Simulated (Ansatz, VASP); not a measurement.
**BN: VASP beside Ansatz**

```xyz
4
Lattice="2.5669 0.0000 0.0000 -1.2835 2.2230 0.0000 0.0000 0.0000 7.2283" Properties=species:S:1:pos:R:3 pbc="T T T"
B     0.0000    1.4820    1.8071
B     1.2835    0.7410    5.4213
N     0.0000    1.4820    5.4213
N     1.2835    0.7410    1.8071
```

Alike in both runs: task single point; functional PBE; k mesh 12 × 12 × 4; occupations gaussian, width 0.02 eV; no spin polarisation.

```csv
,VASP,Ansatz
version,VASP 6.6.1,Ansatz 0.2.0
potentials or method,"VASP PAW PBE potentials, release 64 (B, N), cutoff 520 eV","scalar-relativistic, plane waves, PAW"
valence electrons in the cell,16,16
```

|  | VASP | Ansatz | Ansatz less VASP |
| --- | --- | --- | --- |
| gap on the k mesh at the Fermi level (eV) | 4.27 | 4.27 | +0.006 |
| least direct gap on the mesh (eV) | 4.47 | 4.47 | +0.002 |
| pressure (GPa) | -12.4 | -12.5 | -0.05 |
| traceless stress, the component that is largest in VASP (GPa) | 13.26 | 13.43 | +0.170 |
